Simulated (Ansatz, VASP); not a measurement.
ZnS: VASP beside Ansatz

```
Zn S
1.0
     0.02363    2.67525    2.65162
     2.67525    0.02363    2.65162
     2.69888    2.69888    0.00000
Zn S
1 1
Direct
  0.00156 0.00156 0.99844
  0.24844 0.24844 0.25156
```

Change from the starting cell: strained cell.

Alike in both runs: task relaxation of the atoms; functional PBEsol; k mesh 8 × 8 × 8; occupations gaussian, width 0.02 eV; no spin polarisation.

|  | VASP | Ansatz |
| --- | --- | --- |
| version | VASP 6.6.1 | Ansatz 0.2.0 |
| potentials or method | VASP PAW PBE potentials, release 64 (Zn, S), cutoff 450 eV | scalar-relativistic, plane waves, PAW |
| valence electrons in the cell | 18 | 18 |

```csv
,VASP,Ansatz,Ansatz less VASP
"gap on the k mesh at the Fermi level, each at its own relaxed structure (eV)",2.10,2.09,-0.011
```

VASP's potentials were made for PBE, not for PBEsol, and Ansatz warns of the same on its side. Ansatz's warnings: stress scf threshold loose.
